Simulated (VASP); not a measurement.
**MnS: single point with PBE**

The system is MnS.

```
Mn S
1.0
     0.00000    2.60450    2.60450
     2.60450    0.00000    2.60450
     2.60450    2.60450    0.00000
Mn S
1 1
Direct
  0.00000 0.00000 0.00000
  0.50000 0.50000 0.50000
```

```yaml
Program: VASP 6.6.1
Task: single point
Functional: PBE
Potentials_or_basis: VASP PAW PBE potentials, release 64 (Mn_pv, S)
Cutoff: 520 eV
k_mesh: 9 × 9 × 9
Occupations: fermi-dirac, width 0.15 eV
Spin: collinear spin, ferromagnetic start
Starting_moments: "[2.8, 0.0] μB"
```

```yaml
Pressure: -3.4 GPa
Net_moment: 4.65 μB per cell
Site_moments: Mn +4.22; S +0.10 μB
Valence_electrons_inside_the_program's_atomic_spheres: Mn 11.31; S 3.72
```

Levels at points of the mesh, in eV from the Fermi level:
Spin up:
```tsv
k point	band 8	band 9	band 10	band 11	band 12	band 13	band 14	band 15	band 16	band 17
(0.00, 0.00, 0.00)	-3.26	-3.26	-1.88	-1.88	-1.88	1.71	8.60	8.60	8.60	10.62
```
Spin down:
```
           k point  band 5  band 6  band 7  band 8  band 9  band 10
(0.00, 0.00, 0.00)   -1.68   -1.68   -1.68    0.30    0.30     0.30
```

It took 55 s on 1 thread of AMD EPYC 7R43 64-Core Processor (Zen 3), on a shared host, peak memory 0.15 GiB.

Caveat: the cell stands under tension; a cell with one magnetic atom can't hold antiferromagnetic order, which such compounds often take; semilocal functionals often make such compounds metallic where correlation or magnetic order opens a gap, which also shifts bond lengths. With open d or f shells a metallic result of PBE can be an artefact of self-interaction; +U or a hybrid may open a gap.
